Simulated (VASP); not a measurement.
A run of VASP 6.6.1 is set up as follows.

Contents of INCAR:

```
SYSTEM = C
PREC = Accurate
ENCUT = 520
EDIFF = 1E-6
ISMEAR = 0
SIGMA = 0.05
LREAL = .False.
LASPH = .True.
NELM = 60
ALGO = Normal
ISIF = 2
LWAVE = .False.
LCHARG = .False.
GGA = PE
NBANDS = 11
```

Contents of KPOINTS:

```
Automatic mesh
0
Gamma
  12 12 12
  0 0 0
```

Contents of POSCAR:

```
C
1.0
    0.0000000000      1.6407280000      1.7834000000
    1.6407280000      0.0000000000      1.7834000000
    1.6407280000      1.6407280000      0.0000000000
C
2
Direct
    0.5000000000      0.5000000000      0.5000000000
    0.7500000000      0.7500000000      0.7500000000
```

Potentials or basis: VASP PAW PBE potentials, release 64 (C).

The run is started by

```console
$ cat potpaw_PBE.64/C/POTCAR > POTCAR
$ mpirun -np 1 vasp_std > vasp.out
```

(1) Predict the pressure.

(2) Predict the band gap on the k mesh.

## Answers

(1) 102.2 GPa.

(2) 3.38 eV, indirect (least direct gap 5.24 eV).

Caveat: the cell differs from its parent crystal (strain -0.080 along x and y, +0.000 along z).
